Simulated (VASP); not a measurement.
# ZrB2 (P6/mmm) in VASP: a series of runs

The runs below take ZrB2 through single point, with BLYP+D3(BJ), BLYP+D4, PBE.

Everything below comes from runs of VASP 6.6.1. Logs are shortened: lines on timing, memory, paths and dates and some standing lists are left out, and cuts for length are marked.

**1. The cell of the first run**

The structure is hexagonal, space group P6/mmm (No. 191). The conventional cell has a = 3.122 Å, b = 3.122 Å, c = 3.540 Å, α = 90.00°, β = 90.00°, γ = 120.00°. Zr (site symmetry 6/mmm) has 12 B at 2.53 Å and 6 Zr at 3.12 Å within 3.3 Å. B (site symmetry -6m2) has 3 B at 1.80 Å within 2.4 Å.

**2. Single point, BLYP+D3(BJ)**

Contents of INCAR:

```
PREC = Accurate
ENCUT = 520
EDIFF = 1E-6
ISMEAR = -1
SIGMA = 0.05
LREAL = False
LASPH = True
NELM = 100
ALGO = Normal
ISIF = 2
LWAVE = False
LCHARG = False
GGA = B5
ALDAX = 1.0
AGGAX = 1.0
AGGAC = 1.0
ALDAC = 0.0
IVDW = 12
VDW_S6 = 1.0
VDW_S8 = 2.6996
VDW_A1 = 0.4298
VDW_A2 = 4.2359
NBANDS = 16
```

Contents of KPOINTS:

```
regular mesh
0
Gamma
  10 10 8
```

Contents of POSCAR:

```
ZrB2
1.0
    3.1219899125      0.0000000000      0.0000000000
   -1.5609949562      2.7037225745      0.0000000000
    0.0000000000      0.0000000000      3.5398824170
Zr B
1 2
Direct
    0.0000000000      0.0000000000      0.0000000000
    0.6666666667      0.3333333333      0.5000000000
    0.3333333333      0.6666666667      0.5000000000
```

Potentials or basis: VASP PAW PBE potentials, release 64 (Zr_sv, B).

On the command line:

```bash
$ cat potpaw_PBE.64/Zr_sv/POTCAR potpaw_PBE.64/B/POTCAR > POTCAR
$ mpirun -np 1 vasp_std > vasp.out
```

OUTCAR:

```text
PREC = Accurate
   ENCUT = 520
   EDIFF = 1E-6
   ISMEAR = -1
   LREAL = False
   LASPH = True
   NELM = 100
   ISIF = 2
   GGA = B5
   IVDW = 12
 IVDW          = 12

 ion  position               nearest neighbor table
   1  0.000  0.000  0.000-   2 2.53   3 2.53   2 2.53   3 2.53   3 2.53   3 2.53   2 2.53   2 2.53
                             2 2.53   2 2.53   3 2.53   3 2.53
   2  0.667  0.333  0.500-   3 1.80   3 1.80   3 1.80   1 2.53   1 2.53   1 2.53   1 2.53   1 2.53
                             1 2.53
   3  0.333  0.667  0.500-   2 1.80   2 1.80   2 1.80   1 2.53   1 2.53   1 2.53   1 2.53   1 2.53
                             1 2.53

  LATTYP: Found a hexagonal cell.
 ALAT       =     3.1219899125
 C/A-ratio  =     1.1338545339

  Lattice vectors:

 A1 = (   3.1219899125,   0.0000000000,   0.0000000000)
 A2 = (  -1.5609949562,   2.7037225745,   0.0000000000)
 A3 = (   0.0000000000,   0.0000000000,   3.5398824170)

Analysis of symmetry for initial positions (statically):
=====================================================================
 Subroutine PRICEL returns:
 Original cell was already a primitive cell.

 Routine SETGRP: Setting up the symmetry group for a
 hexagonal supercell.

 Subroutine GETGRP returns: Found 24 space group operations
 (whereof 24 operations were pure point group operations)
 out of a pool of 24 trial point group operations.

The static configuration has the point symmetry D_6h.

Analysis of symmetry for dynamics (positions and initial velocities):
=====================================================================
 Subroutine PRICEL returns:
 Original cell was already a primitive cell.

 Routine SETGRP: Setting up the symmetry group for a
 hexagonal supercell.

 Subroutine GETGRP returns: Found 24 space group operations
 (whereof 24 operations were pure point group operations)
 out of a pool of 24 trial point group operations.

The dynamic configuration has the point symmetry D_6h.

 Subroutine INISYM returns: Found 24 space group operations
 (whereof 24 operations are pure point group operations),
 and found     1 'primitive' translations

----------------------------------------------------------------------------------------

                                     Primitive cell

  volume of cell :      29.8801

  direct lattice vectors                    reciprocal lattice vectors
     3.121989913  0.000000000  0.000000000     0.320308530  0.184930216  0.000000000
    -1.560994956  2.703722574  0.000000000     0.000000000  0.369860432  0.000000000
     0.000000000  0.000000000  3.539882417     0.000000000  0.000000000  0.282495259

  length of vectors
     3.121989913  3.121989912  3.539882417     0.369860432  0.369860432  0.282495259

  position of ions in fractional coordinates (direct lattice)
     0.000000000  0.000000000  0.000000000
     0.666666667  0.333333333  0.500000000
     0.333333333  0.666666667  0.500000000

  ion indices of the primitive-cell ions
   primitive index   ion index
                 1           1
                 2           2
                 3           3

----------------------------------------------------------------------------------------

 KPOINTS: regular mesh

Automatic generation of k-mesh.
 Grid dimensions read from file:
 generate k-points for:   10   10    8

 Generating k-lattice:

  Cartesian coordinates                     Fractional coordinates (reciprocal lattice)
     0.032030853  0.018493022  0.000000000     0.100000000  0.000000000  0.000000000
     0.000000000  0.036986043  0.000000000     0.000000000  0.100000000  0.000000000
     0.000000000  0.000000000  0.035311907     0.000000000  0.000000000  0.125000000

  Length of vectors
     0.036986043  0.036986043  0.035311907

  Shift w.r.t. Gamma in fractional coordinates (k-lattice)
     0.000000000  0.000000000  0.000000000

 Subroutine IBZKPT returns following result:
 ===========================================

 Found     70 irreducible k-points:

 Following reciprocal coordinates:
            Coordinates               Weight
  0.000000  0.000000  0.000000      1.000000
  0.100000 -0.000000  0.000000      6.000000
  0.200000 -0.000000  0.000000      6.000000
  0.300000 -0.000000  0.000000      6.000000
  0.400000  0.000000  0.000000      6.000000
  0.500000  0.000000  0.000000      3.000000
[... 16 lines left out ...]
  0.300000  0.100000  0.125000     24.000000
  0.400000  0.100000  0.125000     24.000000
 [... further k-points ...]
   k-points           NKPTS =     70   k-points in BZ     NKDIM =     70   number of bands    NBANDS=     16
   number of dos      NEDOS =    301   number of ions     NIONS =      3
   total plane-waves  NPLWV =  16128
   dimension x,y,z NGX =    24 NGY =   24 NGZ =   28
   dimension x,y,z NGXF=    48 NGYF=   48 NGZF=   56
   ions per type =               1   2
   NGX,Y,Z   is equivalent  to a cutoff of  12.78, 12.78, 13.15 a.u.
   NGXF,Y,Z  is equivalent  to a cutoff of  25.56, 25.56, 26.30 a.u.
 SYSTEM =  unknown system
   PREC   = accura    normal or accurate (medium, high low for compatibility)
   ISTART =      0    job   : 0-new  1-cont  2-samecut
   ICHARG =      2    charge: 1-file 2-atom 10-const
   ISPIN  =      1    spin polarized calculation?
   LNONCOLLINEAR =      F non collinear calculations
   LSORBIT =      F    spin-orbit coupling
   LASPH  =      T    aspherical Exc in radial PAW
   ENCUT  =  520.0 eV  38.22 Ry    6.18 a.u.   5.80  5.80  6.58*2*pi/ulx,y,z
   NELM   =    100;   NELMIN=  2; NELMDL= -5     # of ELM steps
   EDIFF  = 0.1E-05   stopping-criterion for ELM
   LREAL  =      F    real-space projection
   EDIFFG = 0.1E-04   stopping-criterion for IOM
   NSW    =      0    number of steps for IOM
   IBRION =     -1    ionic relax: 0-MD 1-quasi-New 2-CG
   NFREE  =      0    steps in history (QN), initial steepest desc. (CG)
   ISIF   =      2    stress and relaxation
   ISYM   =      2    0-nonsym 1-usesym 2-fastsym
   POTIM  = 0.5000    time-step for ionic-motion
   TEBEG  =    0.0;   TEEND  =   0.0 temperature during run
   PSTRESS=    0.0 pullay stress
   NELECT =      18.0000    total number of electrons
   NUPDOWN=      -1.0000    fix difference up-down
   EMIN   =  10.00;   EMAX   =-10.00  energy-range for DOS
   EFERMI =   0.00;   METHOD = LEGACY
   ISMEAR =    -1;   SIGMA  =   0.05  broadening in eV -4-tet -1-fermi 0-gaus
   EFERMI_NEDOS =   21; number of points for ismear=-14 and -15
   IALGO  =     38    algorithm
   IMIX   =      4    mixing-type and parameters
     AMIX     =   0.40;   BMIX     =  1.00
     AMIX_MAG =   1.60;   BMIX_MAG =  1.00
  volume/ion in A,a.u.               =       9.96        67.21
  Fermi-wavevector in a.u.,A,eV,Ry     =   1.382626  2.612785 26.009656  1.911656
  Thomas-Fermi vector in A             =   2.507300
   LORBIT       =      0    0 simple, 1 ext, 2 COOP (PROOUT), +10 PAW based schemes
   GGA     = B5    functional components
   LHFCALC =     F    Hartree Fock is set to
   AEXX    =    0.0000 exact exchange contribution
   IVDW    =    12    specifies the selected vdW correction
   LEPSILON=     F    determine dielectric tensor
   LRPA    =     F    only Hartree local field effects (RPA)
 non-spin polarized calculation
  energy-cutoff  :      520.00
  volume of cell :       29.88
 maximum number of plane-waves:       818
 NGX is ok and might be reduce to    24
   NGX = 11   NGY = 11   NGZ = 13

 number of electron      18.0000000 magnetization

 Free energy of the ion-electron system (eV)
  ---------------------------------------------------
  ext. energy  EPLUGINS =         0.00000000
  ---------------------------------------------------
  free energy    TOTEN  =       -22.03124133 eV

  energy without entropy =      -22.02851365  energy(sigma->0) =      -22.02987749

 E-fermi :  11.2725     XC(G=0): -11.9233

 val. band max:       11.2604506227   @ k =   0.2000   0.2000   0.1250
 cond. band min:      11.2982063576   @ k =   0.0000   0.0000   0.2500
 fundamental gap:      0.0377557349
 Fermi energy:        11.2725050406

 k-point     1 :       0.0000    0.0000    0.0000
  band No.  band energies     occupation
      1     -37.3085      2.00000
      2     -15.5839      2.00000
      3     -14.9737      2.00000
      4     -14.9737      2.00000
      5      -1.4180      2.00000
      6       8.7367      2.00000
[... 8 lines left out ...]
     15      16.8443      0.00000
     16      16.8443      0.00000

 k-point     2 :       0.1000   -0.0000    0.0000
  band No.  band energies     occupation
      1     -37.2955      2.00000
      2     -15.5654      2.00000
      3     -15.0811      2.00000
      4     -14.9970      2.00000
      5      -1.2156      2.00000
      6       8.1732      2.00000
[... 8 lines left out ...]
     15      17.5029      0.00000
     16      17.9320      0.00000

 k-point     3 :       0.2000   -0.0000    0.0000
  band No.  band energies     occupation
      1     -37.2613      2.00000
      2     -15.5164      2.00000
      3     -15.3535      2.00000
      4     -15.0573      2.00000
      5      -0.6420      2.00000
      6       6.9164      2.00000
[... 8 lines left out ...]
     15      18.2149      0.00000
     16      19.4322      0.00000

 k-point     4 :       0.3000   -0.0000    0.0000
  band No.  band energies     occupation
      1     -37.2186      2.00000
      2     -15.6748      2.00000
      3     -15.4552      2.00000
      4     -15.1307      2.00000
      5       0.2292      2.00000
      6       5.4696      2.00000
[... 8 lines left out ...]
     15      19.2117      0.00000
     16      21.6823      0.00000
[... 324 lines left out ...]
 k-point    22 :       0.2000    0.1000    0.1250
  band No.  band energies     occupation
      1     -37.2308      2.00000
      2     -15.5422      2.00000
      3     -15.5152      2.00000
      4     -15.1286      2.00000
      5       0.0409      2.00000
      6       6.1258      2.00000
[... 8 lines left out ...]
     15      18.7941      0.00000
     16      20.3018      0.00000

 k-point    23 :       0.3000    0.1000    0.1250
  band No.  band energies     occupation
      1     -37.1920      2.00000
      2     -15.7973      2.00000
      3     -15.4650      2.00000
      4     -15.2139      2.00000
      5       0.9613      2.00000
      6       4.7061      2.00000
[... 8 lines left out ...]
     15      19.0666      0.00000
     16      22.0308      0.00000

 k-point    24 :       0.4000    0.1000    0.1250
  band No.  band energies     occupation
      1     -37.1679      2.00000
      2     -15.9554      2.00000
      3     -15.4284      2.00000
      4     -15.2659      2.00000
      5       2.0697      2.00000
      6       3.3355      2.00000
[... 8 lines left out ...]
     15      19.8900      0.00000
     16      21.6354      0.00000

 [... further k-points ...]

------------------------ aborting loop because EDIFF is reached ----------------------------------------

 Edisp (eV)   -2.76188

 E8    (eV) :    -2.0410

  FORCE on cell =-STRESS in cart. coord.  units (eV):
  Direction    XX          YY          ZZ          XY          YZ          ZX
  --------------------------------------------------------------------------------------
  -------------------------------------------------------------------------------------
  Total       0.06459     0.06459     0.10427     0.00000     0.00000     0.00000
  in kB       3.46327     3.46327     5.59077     0.00000     0.00000     0.00000
  external pressure =        4.17 kB  Pullay stress =        0.00 kB

 VOLUME and BASIS-vectors are now :
 -----------------------------------------------------------------------------
  energy-cutoff  :      520.00
  volume of cell :       29.88
      direct lattice vectors                 reciprocal lattice vectors
     3.121989913  0.000000000  0.000000000     0.320308530  0.184930216  0.000000000
    -1.560994956  2.703722574  0.000000000     0.000000000  0.369860432  0.000000000
     0.000000000  0.000000000  3.539882417     0.000000000  0.000000000  0.282495259

 POSITION                                       TOTAL-FORCE (eV/Angst)
 -----------------------------------------------------------------------------------
      0.00000      0.00000      0.00000        -0.000000      0.000000      0.000000
      1.56099      0.90124      1.76994        -0.000000     -0.000000      0.000000
     -0.00000      1.80248      1.76994         0.000000      0.000000      0.000000
 -----------------------------------------------------------------------------------
    total drift:                               -0.000000      0.000000      0.000000

  FREE ENERGIE OF THE ION-ELECTRON SYSTEM (eV)
  ---------------------------------------------------
  free  energy   TOTEN  =       -24.7931202817 eV

  energy  without entropy=      -24.7903926078  energy(sigma->0) =      -24.79175644
```

It took 16 s on 1 thread of Intel Xeon Platinum 8559C (Emerald Rapids), shared host; peak memory 0.17 GiB.

What came out:

| Property | Result |
| --- | --- |
| Free energy | -24.7931 eV |
| Pressure | 0.4 GPa |
| Band gap on the k mesh | zero (bands 9 and 10 overlap by 1.02 eV) |
| Dispersion energy per atom | -0.921 eV |

Levels at points of the mesh, in eV from the Fermi level:
| k point | band 6 | band 7 | band 8 | band 9 | band 10 | band 11 | band 12 | band 13 |
| --- | --- | --- | --- | --- | --- | --- | --- | --- |
| (0.00, 0.00, 0.00) | -2.54 | -2.54 | -2.50 | -2.37 | 3.52 | 3.52 | 4.09 | 4.09 |
| (0.50, 0.00, 0.00) | -8.43 | -4.00 | -3.01 | -2.59 | 2.30 | 2.39 | 5.12 | 5.13 |
| (0.00, 0.00, 0.50) | -6.82 | -0.91 | -0.91 | 0.60 | 0.60 | 0.83 | 0.83 | 1.62 |
| (0.50, 0.00, 0.50) | -6.96 | -4.55 | -4.07 | -1.76 | 3.68 | 4.54 | 5.46 | 6.17 |

Caveat: the PAW data sets were made with another functional, which shifts forces and pressure a little.

**3. Single point, BLYP+D4**

This run uses another cell than the first one, of 10.09 Å³/atom.

Contents of INCAR:

```
AGGAC = 1.0 ; AGGAX = 1.0
ALDAC = 0.0 ; ALDAX = 1.0
ALGO = Normal ; EDIFF = 1E-6
ENCUT = 520 ; GGA = B5
ISIF = 2 ; ISMEAR = -1
IVDW = 13 ; LASPH = T
LCHARG = F ; LREAL = F
LWAVE = F ; NBANDS = 16
NELM = 80 ; PREC = Accurate
SIGMA = 0.05 ; VDW_A1 = 0.44488865
VDW_A2 = 4.0933009 ; VDW_S6 = 1.0
VDW_S8 = 2.34076671
```

Contents of KPOINTS:

```
k-points
0
Gamma
  10 10 8
```

Contents of POSCAR:

```
ZrB2
1.0
    3.1487020985      0.0000000000      0.0000000000
   -1.5743510492      2.7268560062      0.0000000000
    0.0000000000      0.0000000000      3.5246992067
Zr B
1 2
Direct
    0.0000000000      0.0000000000      0.0000000000
    0.6666666667      0.3333333333      0.5000000000
    0.3333333333      0.6666666667      0.5000000000
```

Potentials or basis: VASP PAW PBE potentials, release 64 (Zr_sv, B).

On the command line:

```bash
$ cat potpaw_PBE.64/Zr_sv/POTCAR potpaw_PBE.64/B/POTCAR > POTCAR
$ mpirun -np 1 vasp_std > vasp.out
```

It took 16 s on 1 thread of Intel Xeon Platinum 8559C (Emerald Rapids), shared host; peak memory 0.16 GiB.

Results (log left out):

* Free energy: -23.8759 eV
* Pressure: 0.4 GPa
* Band gap on the k mesh: zero (bands 9 and 10 overlap by 0.88 eV)
* Dispersion energy per atom: -0.605 eV

Stress tensor (GPa, compression positive):
```
0.30 0.00 0.00
0.00 0.30 0.00
0.00 0.00 0.52
```

Levels at points of the mesh, in eV from the Fermi level:
| k point | band 5 | band 6 | band 7 | band 8 | band 9 | band 10 | band 11 | band 12 | band 13 | band 14 |
| --- | --- | --- | --- | --- | --- | --- | --- | --- | --- | --- |
| (0.00, 0.00, 0.00) | -12.62 | -2.60 | -2.60 | -2.43 | -2.28 | 3.45 | 3.45 | 4.13 | 4.13 | 5.12 |
| (0.50, 0.00, 0.00) | -8.85 | -8.43 | -3.89 | -3.02 | -2.56 | 2.30 | 2.37 | 4.95 | 5.04 | 6.91 |
| (0.00, 0.00, 0.50) | -10.62 | -6.78 | -0.97 | -0.97 | 0.48 | 0.48 | 0.82 | 0.82 | 1.80 | 5.18 |
| (0.50, 0.00, 0.50) | -9.89 | -6.91 | -4.57 | -4.04 | -1.81 | 3.75 | 4.41 | 5.30 | 6.22 | 6.45 |

Caveat: the PAW data sets were made with another functional, which shifts forces and pressure a little.

**4. Single point, PBE**

This run uses another cell than the first one, of 10.25 Å³/atom.

Contents of INCAR:

```
PREC = Accurate
ENCUT = 520
EDIFF = 1E-6
ISMEAR = 0
SIGMA = 0.012
LREAL = F
LASPH = T
NELM = 80
ALGO = Normal
ISIF = 2
LWAVE = F
LCHARG = F
GGA = PE
NBANDS = 16
```

Contents of KPOINTS:

```
Automatic mesh
0
Gamma
  10 10 8
```

Contents of POSCAR:

```
ZrB2
1.0
    3.1700000000      0.0000000000      0.0000000000
   -1.5850000000      2.7453005300      0.0000000000
    0.0000000000      0.0000000000      3.5330000000
Zr B
1 2
Direct
    0.0000000000      0.0000000000      0.0000000000
    0.6666666667      0.3333333333      0.5000000000
    0.3333333333      0.6666666667      0.5000000000
```

On the command line:

```bash
$ cat potpaw_PBE.64/Zr_sv/POTCAR potpaw_PBE.64/B/POTCAR > POTCAR
$ mpirun -np 1 vasp_std > vasp.out
```

It took 11 s on 1 thread of Intel Xeon Platinum 8559C (Emerald Rapids), shared host; peak memory 0.16 GiB.

It converged, with:

| Item | Value |
| --- | --- |
| Free energy | -24.9740 eV |
| Pressure | 0.9 GPa |
| Band gap on the k mesh | zero (bands 9 and 10 overlap by 0.81 eV) |

Stress tensor (GPa, compression positive):
```
0.51 0.00 0.00
0.00 0.51 0.00
0.00 0.00 1.77
```

Levels at points of the mesh, in eV from the Fermi level:
```tsv
k point	band 5	band 6	band 7	band 8	band 9	band 10	band 11	band 12	band 13	band 14
(0.00, 0.00, 0.00)	-12.60	-2.51	-2.51	-2.46	-2.22	3.52	3.52	4.30	4.30	4.98
(0.50, 0.00, 0.00)	-8.83	-8.39	-3.77	-2.93	-2.56	2.35	2.43	5.04	5.12	6.64
(0.00, 0.00, 0.50)	-10.57	-6.84	-0.84	-0.84	0.45	0.45	0.90	0.90	1.96	5.16
(0.50, 0.00, 0.50)	-9.80	-6.87	-4.48	-4.01	-1.88	3.87	4.21	5.41	6.36	6.60
```

**5. Summary**

```tsv
level	cell	smearing	gap on the mesh (eV)	pressure (GPa)
BLYP+D3(BJ)	a = 3.122, b = 3.122, c = 3.540 Å, angles 90.0, 90.0, 120.0°, 3 atoms	fermi-dirac 0.05 eV	none	0.4
BLYP+D4	a = 3.149, b = 3.149, c = 3.525 Å, angles 90.0, 90.0, 120.0°, 3 atoms	fermi-dirac 0.05 eV	none	0.4
PBE	a = 3.170, b = 3.170, c = 3.533 Å, angles 90.0, 90.0, 120.0°, 3 atoms	gaussian 0.012 eV	none	0.9
```

Alike in all rows: task single point; potentials or basis VASP PAW PBE potentials, release 64 (Zr_sv, B); no spin polarisation; k mesh 10 × 10 × 8; cutoff (eV) 520.

Caveats: the PAW data sets were made with another functional, which shifts forces and pressure a little (at least some runs).

Absolute energies hang on the potentials; compare differences alone.

The gap in the log of VASP goes by the Fermi energy; the results here count the filled bands.